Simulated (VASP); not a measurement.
# SiC62 (a cell with a defect) in VASP: relaxation of the atoms with PBEsol

Aim: the relaxation of the atoms of SiC62 (a cell with a defect) with PBEsol.

Program: VASP 6.6.1. These are calculated values, not measurements. Logs are shortened: lines on timing, memory, paths and dates and some standing lists are left out, and cuts for length are marked.

## 1. The cell of the first run

The cell holds a defect, 63 atoms: a = 7.108 Å, b = 7.108 Å, c = 7.108 Å, α = 90.00°, β = 90.00°, γ = 90.00°.

## 2. Relaxation of the atoms, PBEsol

Contents of INCAR:

```
PREC = Accurate ; ENCUT = 520
EDIFF = 1E-6 ; ISMEAR = -1
SIGMA = 0.05 ; LREAL = Auto
LASPH = T ; NELM = 100
ALGO = Normal ; ISIF = 2
LWAVE = F ; LCHARG = F
GGA = PS ; IBRION = 2
NSW = 100 ; EDIFFG = -0.03
ISYM = 0
```

Contents of KPOINTS:

```
Automatic mesh
0
Gamma
  1 1 1
  0.25 0.25 0.25
```

Contents of POSCAR:

```
SiC62
1.0
    7.1076060000      0.0000000000      0.0000000000
    0.0000000000      7.1076060000      0.0000000000
    0.0000000000      0.0000000000      7.1076060000
C Si
62 1
Direct
    0.0008870000      0.9999990000      0.9972220000
    0.0038170000      0.9989500000      0.5002420000
    0.0014290000      0.5020700000      0.9976960000
    0.0035190000      0.4954460000      0.5006190000
    0.4975740000      0.9958000000      0.0021980000
    0.4951080000      0.9975660000      0.4985430000
    0.5009280000      0.5012970000      0.0036550000
    0.1276330000      0.1252380000      0.1260410000
    0.1232200000      0.1242830000      0.6243350000
    0.1289530000      0.6238250000      0.1270930000
    0.1247780000      0.6252000000      0.6298280000
    0.6249310000      0.1250210000      0.1211990000
    0.6251850000      0.1241630000      0.6263700000
    0.6225660000      0.6250740000      0.1189220000
    0.2535750000      0.2450360000      0.9972790000
    0.2495990000      0.2531080000      0.4983800000
    0.2469840000      0.7514620000      0.9996180000
    0.2497240000      0.7464860000      0.4967640000
    0.7546330000      0.2456760000      0.9960000000
    0.7491920000      0.2500940000      0.5085390000
    0.7554090000      0.7535980000      0.0015050000
    0.7467580000      0.7508490000      0.4977860000
    0.3743890000      0.3774190000      0.1187300000
    0.3738490000      0.3766990000      0.6290250000
    0.3755060000      0.8767790000      0.1292350000
    0.3768160000      0.8749480000      0.6267820000
    0.8801240000      0.3772280000      0.1246990000
    0.8707110000      0.3825020000      0.6257790000
    0.8730650000      0.8762180000      0.1240950000
    0.8740670000      0.8782260000      0.6239020000
    0.2501700000      0.9964410000      0.2456080000
    0.2477650000      0.9997010000      0.7492400000
    0.2518120000      0.5010520000      0.2496090000
    0.2496270000      0.5031040000      0.7536510000
    0.7516170000      0.9956030000      0.2496310000
    0.7485230000      0.9984590000      0.7463770000
    0.7451560000      0.5009320000      0.2472710000
    0.7474780000      0.5015190000      0.7472380000
    0.3741690000      0.1260220000      0.3777670000
    0.3800300000      0.1183890000      0.8716490000
    0.3766300000      0.6258380000      0.3750370000
    0.3729740000      0.6252510000      0.8751750000
    0.8715680000      0.1277860000      0.3724620000
    0.8733370000      0.1244370000      0.8777830000
    0.8709970000      0.6217460000      0.3710070000
    0.8741410000      0.6238620000      0.8730290000
    0.0007290000      0.2539910000      0.2561290000
    0.9945460000      0.2507470000      0.7510360000
    0.0041840000      0.7460820000      0.2478840000
    0.0001170000      0.7480020000      0.7479350000
    0.5076930000      0.2544730000      0.2482640000
    0.4997220000      0.2481530000      0.7499320000
    0.4990350000      0.7460250000      0.2478700000
    0.5006520000      0.7513300000      0.7540610000
    0.1233710000      0.3736580000      0.3748530000
    0.1262550000      0.3751570000      0.8757290000
    0.1249440000      0.8746650000      0.3718520000
    0.1260730000      0.8775890000      0.8758900000
    0.6229380000      0.3749480000      0.3719670000
    0.6296500000      0.3764910000      0.8757530000
    0.6272560000      0.8781210000      0.3759280000
    0.6228850000      0.8731230000      0.8783080000
    0.4960420000      0.4974940000      0.4998700000
```

Potentials or basis: VASP PAW PBE potentials, release 64 (C, Si).

On the command line:

```console
$ cat potpaw_PBE.64/C/POTCAR potpaw_PBE.64/Si/POTCAR > POTCAR
$ mpirun -np 1 vasp_std > vasp.out
```

OUTCAR:

```text
PREC = Accurate
   ENCUT = 520
   EDIFF = 1E-6
   ISMEAR = -1
   LREAL = Auto
   LASPH = T
   NELM = 100
   ISIF = 2
   GGA = PS
   IBRION = 2
   NSW = 100
   EDIFFG = -0.03
   ISYM = 0

 ion  position               nearest neighbor table
   1  0.001  1.000  0.997-  58 1.51  44 1.52  29 1.55   8 1.56
   2  0.004  0.999  0.500-   9 1.51  57 1.53  30 1.54  43 1.60
   3  0.001  0.502  0.998-  27 1.53  56 1.53  46 1.53  10 1.55
   4  0.004  0.495  0.501-  55 1.51  28 1.53  11 1.56  45 1.59
   5  0.498  0.996  0.002-  25 1.51  40 1.52  62 1.53  12 1.54
   6  0.495  0.998  0.499-  26 1.52  39 1.52  61 1.54  13 1.58
   7  0.501  0.501  0.004-  14 1.48  23 1.50  42 1.56  60 1.57
   8  0.128  0.125  0.126-  31 1.52  15 1.54   1 1.56  47 1.58
   9  0.123  0.124  0.624-   2 1.51  32 1.53  16 1.56  48 1.57
  10  0.129  0.624  0.127-  49 1.51  33 1.51  17 1.53   3 1.55
  11  0.125  0.625  0.630-  50 1.50  34 1.52  18 1.56   4 1.56
  12  0.625  0.125  0.121-  51 1.54  19 1.54   5 1.54  35 1.58
  13  0.625  0.124  0.626-  20 1.51  36 1.51  52 1.53   6 1.58
  14  0.623  0.625  0.119-   7 1.48  53 1.53  37 1.54  21 1.56
  15  0.254  0.245  0.997-   8 1.54  23 1.54  40 1.55  56 1.56
  16  0.250  0.253  0.498-  55 1.52  39 1.53  24 1.55   9 1.56  63 2.47
  17  0.247  0.751  1.000-  58 1.52  10 1.53  42 1.55  25 1.57
[... 30 lines left out ...]
  48  0.995  0.251  0.751-  44 1.54  56 1.56  28 1.56   9 1.57
  49  0.004  0.746  0.248-  10 1.51  57 1.53  45 1.56  29 1.58
  50  0.000  0.748  0.748-  11 1.50  46 1.54  30 1.56  58 1.57
  51  0.508  0.254  0.248-  59 1.48  12 1.54  23 1.58  39 1.61  63 2.49
  52  0.500  0.248  0.750-  40 1.52  13 1.53  24 1.54  60 1.58  63 2.51
  53  0.499  0.746  0.248-  41 1.52  25 1.53  14 1.53  61 1.59  63 2.52
  54  0.501  0.751  0.754-  62 1.51  26 1.54  42 1.54  63 2.55
  55  0.123  0.374  0.375-  47 1.48   4 1.51  16 1.52  33 1.56
  56  0.126  0.375  0.876-  34 1.53   3 1.53  15 1.56  48 1.56
  57  0.125  0.875  0.372-  31 1.53  49 1.53   2 1.53  18 1.55
  58  0.126  0.878  0.876-   1 1.51  32 1.52  17 1.52  50 1.57
  59  0.623  0.375  0.372-  51 1.48  37 1.53  63 1.55  20 1.59
  60  0.630  0.376  0.876-  38 1.52  19 1.54   7 1.57  52 1.58
  61  0.627  0.878  0.376-  35 1.51  22 1.51   6 1.54  53 1.59
  62  0.623  0.873  0.878-  54 1.51   5 1.53  21 1.54  36 1.57
  63  0.496  0.497  0.500-  24 1.53  41 1.53  59 1.55  16 2.47  33 2.49  51 2.49  18 2.49  38 2.51
                            52 2.51  34 2.51  53 2.52  20 2.52  37 2.52  22 2.53  54 2.55

IMPORTANT INFORMATION: All symmetrisations will be switched off!
NOSYMM: (Re-)initialisation of all symmetry stuff for point group C_1.

----------------------------------------------------------------------------------------

                                     Primitive cell

  volume of cell :     359.0625

  direct lattice vectors                    reciprocal lattice vectors
     7.107606000  0.000000000  0.000000000     0.140694349  0.000000000  0.000000000
     0.000000000  7.107606000  0.000000000     0.000000000  0.140694349  0.000000000
     0.000000000  0.000000000  7.107606000     0.000000000  0.000000000  0.140694349

  length of vectors
     7.107606000  7.107606000  7.107606000     0.140694349  0.140694349  0.140694349

  position of ions in fractional coordinates (direct lattice)
     0.000887000  0.999999000  0.997222000
     0.003817000  0.998950000  0.500242000
     0.001429000  0.502070000  0.997696000
     0.003519000  0.495446000  0.500619000
     0.497574000  0.995800000  0.002198000
     0.495108000  0.997566000  0.498543000
[... 55 lines left out ...]
     0.622885000  0.873123000  0.878308000
     0.496042000  0.497494000  0.499870000

  ion indices of the primitive-cell ions
   primitive index   ion index
                 1           1
                 2           2
                 3           3
                 4           4
                 5           5
                 6           6
[... 55 lines left out ...]
                62          62
                63          63

----------------------------------------------------------------------------------------

 KPOINTS: Automatic mesh

Automatic generation of k-mesh.
 Grid dimensions read from file:
 generate k-points for:    1    1    1

 Generating k-lattice:

[... 22 lines left out ...]
   k-points           NKPTS =      4   k-points in BZ     NKDIM =      4   number of bands    NBANDS=    158
   number of dos      NEDOS =    301   number of ions     NIONS =     63
   total plane-waves  NPLWV = 157464
   dimension x,y,z NGX =    54 NGY =   54 NGZ =   54
   dimension x,y,z NGXF=   108 NGYF=  108 NGZF=  108
   ions per type =              62   1
   NGX,Y,Z   is equivalent  to a cutoff of  12.63, 12.63, 12.63 a.u.
   NGXF,Y,Z  is equivalent  to a cutoff of  25.26, 25.26, 25.26 a.u.
 SYSTEM =  unknown system
   PREC   = accura    normal or accurate (medium, high low for compatibility)
   ISTART =      0    job   : 0-new  1-cont  2-samecut
   ICHARG =      2    charge: 1-file 2-atom 10-const
   ISPIN  =      1    spin polarized calculation?
   LNONCOLLINEAR =      F non collinear calculations
   LSORBIT =      F    spin-orbit coupling
   LASPH  =      T    aspherical Exc in radial PAW
   ENCUT  =  520.0 eV  38.22 Ry    6.18 a.u.  13.22 13.22 13.22*2*pi/ulx,y,z
   NELM   =    100;   NELMIN=  2; NELMDL= -5     # of ELM steps
   EDIFF  = 0.1E-05   stopping-criterion for ELM
   LREAL  =      T    real-space projection
   EDIFFG = -.3E-01   stopping-criterion for IOM
   NSW    =    100    number of steps for IOM
   IBRION =      2    ionic relax: 0-MD 1-quasi-New 2-CG
   NFREE  =      1    steps in history (QN), initial steepest desc. (CG)
   ISIF   =      2    stress and relaxation
   ISYM   =      0    0-nonsym 1-usesym 2-fastsym
   POTIM  = 0.5000    time-step for ionic-motion
   TEBEG  =    0.0;   TEEND  =   0.0 temperature during run
   PSTRESS=    0.0 pullay stress
   NELECT =     252.0000    total number of electrons
   NUPDOWN=      -1.0000    fix difference up-down
   EMIN   =  10.00;   EMAX   =-10.00  energy-range for DOS
   EFERMI =   0.00;   METHOD = LEGACY
   ISMEAR =    -1;   SIGMA  =   0.05  broadening in eV -4-tet -1-fermi 0-gaus
   EFERMI_NEDOS =   21; number of points for ismear=-14 and -15
   IALGO  =     38    algorithm
   IMIX   =      4    mixing-type and parameters
     AMIX     =   0.40;   BMIX     =  1.00
     AMIX_MAG =   1.60;   BMIX_MAG =  1.00
  volume/ion in A,a.u.               =       5.70        38.46
  Fermi-wavevector in a.u.,A,eV,Ry     =   1.454850  2.749269 28.797950  2.116590
  Thomas-Fermi vector in A             =   2.571953
   LORBIT       =      0    0 simple, 1 ext, 2 COOP (PROOUT), +10 PAW based schemes
   GGA     = PS    functional components
   LHFCALC =     F    Hartree Fock is set to
   AEXX    =    0.0000 exact exchange contribution
   IVDW    =     0    specifies the selected vdW correction
   LEPSILON=     F    determine dielectric tensor
   LRPA    =     F    only Hartree local field effects (RPA)
 conjugate gradient relaxation of ions
 non-spin polarized calculation
  energy-cutoff  :      520.00
  volume of cell :      359.06
 maximum number of plane-waves:      9651
 NGX is ok and might be reduce to    54
   NGX = 27   NGY = 27   NGZ = 27

--------------------------------------- Ionic step        1  -------------------------------------------

 number of electron     252.0000009 magnetization

 Free energy of the ion-electron system (eV)
  ---------------------------------------------------
  ext. energy  EPLUGINS =         0.00000000
  ---------------------------------------------------
  free energy    TOTEN  =      -588.62654803 eV

  energy without entropy =     -588.56534163  energy(sigma->0) =     -588.59594483

------------------------ aborting loop because EDIFF is reached ----------------------------------------

  FORCE on cell =-STRESS in cart. coord.  units (eV):
  Direction    XX          YY          ZZ          XY          YZ          ZX
  --------------------------------------------------------------------------------------
  -------------------------------------------------------------------------------------
  Total       24.2598788     27.2334842     29.3648893    -10.5975542    -10.9797611    -12.5376071
  in kB      108.2503161    121.5188789    131.0294488    -47.2874824    -48.9929329    -55.9442172
  external PRESSURE =     120.2662146 kB  Pullay stress =       0.0000000 kB
[... 272 lines left out ...]
  FREE ENERGIE OF THE ION-ELECTRON SYSTEM (eV)
  ---------------------------------------------------
  free  energy   TOTEN  =      -594.3889765332 eV

  energy  without entropy=     -594.3391925240  energy(sigma->0) =     -594.36408453

[... ionic steps 4 to 14 ...]

--------------------------------------- Ionic step       15  -------------------------------------------

 number of electron     251.9999998 magnetization

------------------------ aborting loop because EDIFF is reached ----------------------------------------
[... 189 lines left out ...]
--------------------------------------- Ionic step       17  -------------------------------------------

 number of electron     251.9999998 magnetization

 Free energy of the ion-electron system (eV)
  ---------------------------------------------------
  ext. energy  EPLUGINS =         0.00000000
  ---------------------------------------------------
  free energy    TOTEN  =      -597.06590916 eV

  energy without entropy =     -597.02284698  energy(sigma->0) =     -597.04437807

 E-fermi :  10.3828     XC(G=0): -13.4495

 val. band max:        9.9007967964   @ k =  -0.2500  -0.2500   0.2500
 cond. band min:      10.3896481079   @ k =   0.2500   0.2500   0.2500
 fundamental gap:      0.4888513115
 Fermi energy:        10.3828257709

 k-point     1 :       0.2500    0.2500    0.2500
  band No.  band energies     occupation
      1     -11.2878      2.00000
      2     -10.2362      2.00000
      3     -10.2358      2.00000
      4      -9.8797      2.00000
      5      -9.0985      2.00000
      6      -9.0981      2.00000
[... 553 lines left out ...]
    137      16.0252      0.00000
    138      16.4954      0.00000
 [bands above 138 left out]

------------------------ aborting loop because EDIFF is reached ----------------------------------------

  FORCE on cell =-STRESS in cart. coord.  units (eV):
  Direction    XX          YY          ZZ          XY          YZ          ZX
  --------------------------------------------------------------------------------------
  -------------------------------------------------------------------------------------
  Total       10.5785662     10.5813082     10.5656038    -13.0371753    -13.0254493    -13.0441144
  in kB       47.2027560     47.2149909     47.1449160    -58.1733470    -58.1210242    -58.2043100
  external PRESSURE =      47.1875543 kB  Pullay stress =       0.0000000 kB
[... 78 lines left out ...]
  FREE ENERGIE OF THE ION-ELECTRON SYSTEM (eV)
  ---------------------------------------------------
  free  energy   TOTEN  =      -597.0659091646 eV

  energy  without entropy=     -597.0228469816  energy(sigma->0) =     -597.04437807

 reached required accuracy - stopping structural energy minimisation
```

Wall time 87 min (1 thread of Oxide Virtual Turin-like, shared host); peak memory 0.47 GiB.

What came out:

```
Free energy                  : -597.0659 eV
Energy gained by relaxing    : 134.0 meV/atom
Ionic steps                  : 17
Pressure after relaxing      : 4.7 GPa
Largest force after relaxing : 0.025 eV/Å
Band gap on the k mesh       : zero (filled and empty bands touch)
```

Forces in eV/Å, atoms in the order of the input:
```
C    0.002  0.004 -0.002
C    0.009  0.004  0.006
C    0.008  0.008  0.007
C    0.019  0.006  0.004
C    0.004 -0.010  0.009
C   -0.013  0.013 -0.002
C    0.004 -0.001  0.018
C   -0.001 -0.019 -0.009
C    0.001  0.008 -0.001
C    0.010 -0.006  0.004
C    0.017  0.002  0.004
C   -0.006  0.009 -0.002
C    0.013  0.020  0.009
C    0.005  0.001  0.013
C   -0.019 -0.011  0.004
C   -0.009 -0.007 -0.014
C   -0.014  0.010 -0.004
C   -0.009 -0.009  0.000
C    0.011 -0.002 -0.003
C   -0.008  0.001  0.008
C    0.006  0.008  0.002
C   -0.004  0.003  0.011
C   -0.002 -0.015  0.000
C    0.012  0.002  0.018
C    0.010 -0.006 -0.002
C    0.000  0.000  0.000
C   -0.006 -0.001 -0.003
C   -0.009 -0.002 -0.008
C   -0.002  0.006 -0.002
C   -0.011  0.002 -0.006
C   -0.016 -0.002 -0.006
C   -0.010 -0.006  0.000
C   -0.007 -0.010  0.000
C    0.000  0.002 -0.009
C    0.011 -0.015  0.012
C   -0.001 -0.005 -0.006
C    0.003  0.008  0.015
C    0.006  0.009  0.002
C    0.003  0.008 -0.004
C    0.010  0.000 -0.006
C    0.007  0.007 -0.008
C   -0.001 -0.002  0.000
C   -0.010  0.009 -0.009
C   -0.003  0.005 -0.003
C   -0.017 -0.006 -0.012
C    0.003 -0.013  0.001
C   -0.005 -0.004  0.000
C    0.001 -0.002  0.002
C    0.002  0.001  0.005
C    0.002  0.000 -0.004
C   -0.020 -0.009  0.002
C    0.000  0.010 -0.013
C    0.001 -0.005  0.008
C    0.003  0.003 -0.008
C    0.007 -0.009 -0.011
C   -0.002 -0.006 -0.009
C    0.002 -0.003 -0.001
C    0.011  0.005  0.008
C    0.002  0.004 -0.002
C   -0.004 -0.003  0.005
C    0.004  0.003 -0.015
C   -0.007  0.001 -0.002
Si   0.007  0.010  0.011
```

Stress tensor (GPa, compression positive):
```
 4.72 -5.82 -5.82
-5.82  4.72 -5.81
-5.82 -5.81  4.71
```

The path:
| step | energy change (eV) | largest force (eV/Å) | pressure (GPa) |
| --- | --- | --- | --- |
| 1 | 0.0000 | 14.0925 | 12.03 |
| 2 | 7.6972 | 12.1902 | 14.95 |
| 3 | -5.7624 | 4.2980 | 7.02 |
| 4 | -5.7910 | 4.5886 | 7.06 |
| 5 | -6.8511 | 2.6603 | 6.35 |
| 6 | -7.1341 | 2.7961 | 6.31 |
| 7 | -7.9809 | 1.6464 | 5.19 |
| 8 | -7.9821 | 1.7010 | 5.22 |
| 9 | -8.3269 | 0.7265 | 4.74 |
| 10 | -8.3525 | 0.5277 | 4.75 |
| 11 | -8.4000 | 0.6691 | 4.71 |
| 12 | -8.4236 | 0.2608 | 4.70 |
| 13 | -8.4356 | 0.1269 | 4.72 |
| 14 | -8.4362 | 0.1165 | 4.71 |
| 15 | -8.4386 | 0.0831 | 4.73 |
| 16 | -8.4388 | 0.0655 | 4.72 |
| 17 | -8.4394 | 0.0252 | 4.72 |

Final structure:
```
C Si
1.0
     7.10761    0.00000    0.00000
     0.00000    7.10761    0.00000
     0.00000    0.00000    7.10761
C Si
62 1
Direct
  0.99857 0.99846 0.99830
  0.99904 0.99891 0.49812
  0.99900 0.49833 0.99870
  0.99997 0.49906 0.49887
  0.49842 0.99898 0.99872
  0.49922 0.99986 0.49890
  0.49916 0.49909 0.99966
  0.12459 0.12453 0.12429
  0.12399 0.12386 0.62434
  0.12395 0.62456 0.12366
  0.12296 0.62386 0.62365
  0.62462 0.12388 0.12370
  0.62394 0.12283 0.62364
  0.62392 0.62384 0.12267
  0.25006 0.24997 0.00138
  0.25334 0.25324 0.50179
  0.24659 0.75001 0.00032
  0.24609 0.75353 0.49835
  0.75010 0.24645 0.00032
  0.75362 0.24594 0.49833
  0.74705 0.74696 0.99554
  0.75102 0.75083 0.48462
  0.37607 0.37602 0.12690
  0.37206 0.37197 0.63779
  0.37293 0.87643 0.12215
  0.36951 0.87688 0.62414
  0.87650 0.37285 0.12214
  0.87701 0.36937 0.62414
  0.87310 0.87300 0.12111
  0.86978 0.86961 0.62078
  0.25006 0.00161 0.24971
  0.24658 0.00054 0.74986
  0.25333 0.50200 0.25306
  0.24606 0.49855 0.75329
  0.75009 0.00054 0.24622
  0.74712 0.99576 0.74680
  0.75358 0.49853 0.24572
  0.75092 0.48482 0.75061
  0.37607 0.12706 0.37578
  0.37292 0.12237 0.87623
  0.37208 0.63804 0.37183
  0.36951 0.62432 0.87665
  0.87653 0.12231 0.37265
  0.87314 0.12128 0.87287
  0.87703 0.62431 0.36920
  0.86967 0.62099 0.86939
  0.00170 0.24992 0.24970
  0.00064 0.24645 0.74986
  0.00062 0.75005 0.24623
  0.99586 0.74699 0.74679
  0.50210 0.25328 0.25305
  0.49864 0.24592 0.75330
  0.49863 0.75350 0.24575
  0.48497 0.75084 0.75066
  0.12716 0.37597 0.37578
  0.12247 0.37288 0.87623
  0.12247 0.87642 0.37263
  0.12137 0.87301 0.87282
  0.63817 0.37197 0.37180
  0.62442 0.36938 0.87664
  0.62441 0.87684 0.36924
  0.62107 0.86963 0.86943
  0.56143 0.56128 0.56107
```

Caveat: the k points lie up to 0.44 Å⁻¹ apart; the PAW data sets were made with another functional, which shifts forces and pressure a little.

The gap in the log of VASP goes by the Fermi energy; the results here count the filled bands.